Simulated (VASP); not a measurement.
AlGa3As4: single point with PBE

AlGa3As4:

```xyz
8
Lattice="5.7300 0.0000 0.0000 0.0000 5.7300 0.0000 0.0000 0.0000 5.7300" Properties=species:S:1:pos:R:3 pbc="T T T"
Al    0.0000    0.0000    0.0000
Ga    0.0000    2.8650    2.8650
Ga    2.8650    0.0000    2.8650
Ga    2.8650    2.8650    0.0000
As    4.3012    4.3012    1.4288
As    4.3012    1.4288    4.3012
As    1.4288    4.3012    4.3012
As    1.4288    1.4288    1.4288
```

```yaml
Program: VASP 6.6.1
Task: single point
Functional: PBE
Potentials_or_basis: VASP PAW PBE potentials, release 64 (Al, Ga_d, As)
Cutoff: 520 eV
k_mesh: 4 × 4 × 4
Occupations: gaussian, width 0.1 eV
Spin: no spin polarisation
```

| Item | Value |
| --- | --- |
| Pressure | 0.5 GPa |
| Largest force | 0.008 eV/Å |
| Band gap on the k mesh | 0.58 eV |

Forces on the atoms (eV/Å):
```
Al   0.000  0.000  0.000
Ga   0.000  0.000  0.000
Ga   0.000  0.000  0.000
Ga   0.000  0.000  0.000
As   0.004  0.004 -0.004
As   0.004 -0.004  0.004
As  -0.004  0.004  0.004
As  -0.004 -0.004 -0.004
```

Levels at points of the mesh, in eV from the valence-band top:
```csv
k point,band 28,band 29,band 30,band 31,band 32,band 33,band 34,band 35
"(0.00, 0.00, 0.00)",-2.41,0.00,0.00,0.00,0.58,1.55,1.55,1.55
"(0.50, 0.00, 0.00)",-1.55,-1.55,-1.46,-1.46,2.03,2.23,3.23,3.29
"(0.50, 0.50, 0.00)",-1.10,-1.09,-1.09,-1.00,2.61,2.76,2.76,3.16
"(0.50, 0.50, 0.50)",-0.98,-0.95,-0.95,-0.95,0.95,0.95,0.95,1.90
```

Wall time 53 s on 1 thread of Intel(R) Xeon(R) 6975P-C (Granite Rapids), with other jobs on the host, peak memory 0.36 GiB.

Caveat: semilocal functionals underestimate gaps, and a narrow one can read as zero. A k mesh can miss the band edges.
